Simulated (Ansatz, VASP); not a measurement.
**LaB6: VASP beside Ansatz**

```xyz
7
Lattice="4.1215 0.0000 0.0000 0.0000 4.1215 0.0000 0.0000 0.0000 4.1215" Properties=species:S:1:pos:R:3 pbc="T T T"
La    0.0000    0.0000    0.0000
B     0.8220    2.0608    2.0608
B     2.0608    0.8220    2.0608
B     3.2995    2.0608    2.0608
B     2.0608    3.2995    2.0608
B     2.0608    2.0608    0.8220
B     2.0608    2.0608    3.2995
```

Alike in both runs: functional PBE; dispersion D4; k mesh 7 × 7 × 7; no spin polarisation.

Ansatz relaxed the structure, and its values are those at the end. VASP's run is a single point on that final structure, the one shown.

```csv
,VASP,Ansatz
version,VASP 6.6.1,Ansatz 0.2.0
potentials or method,"VASP PAW PBE potentials, release 64 (La, B)","plane waves, PAW"
plane-wave cutoff (eV),520,420
occupations,"fermi-dirac, width 0.1 eV",fermi-dirac
valence electrons in the cell,29,29
```

|  | VASP | Ansatz | Ansatz less VASP |
| --- | --- | --- | --- |
| pressure (GPa) | -0.1 | 0.0 | +0.08 |
| rms of the force components (eV/Å) | 0.010 | 0.000 | -0.0096 |

Neither program's run includes spin-orbit coupling.
